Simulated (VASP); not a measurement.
Crystal: SiC.

```
Si C
1.0
     2.62012    0.00000    0.00000
     0.00000    2.62012    0.00000
     0.00000    0.00000    2.62012
Si C
1 1
Direct
  0.00000 0.00000 0.00000
  0.50000 0.50000 0.50000
```

Program: VASP 6.6.1. Alike in all runs: task single point; no spin polarisation; cell as given; smearing fermi-dirac 0.02 eV.

**Question.** Order these runs on this cell by their pressure, lowest first.
A. level r2SCAN; potentials or basis VASP PAW PBE potentials, release 64 (Si, C); k mesh 6 × 6 × 6; cutoff (eV) 660
B. level PBE; potentials or basis VASP PAW PBE potentials, release 64 (Si, C); k mesh 8 × 8 × 8; cutoff (eV) 520
C. level LDA; potentials or basis VASP PAW LDA potentials, release 64 (Si, C); k mesh 6 × 6 × 6; cutoff (eV) 600

**Answer.** C (-3.5 GPa), A (-0.3 GPa), B (4.1 GPa).

Caveats: some runs use coarse meshes; the PAW data sets were made with another functional, which shifts forces and pressure a little (some runs).
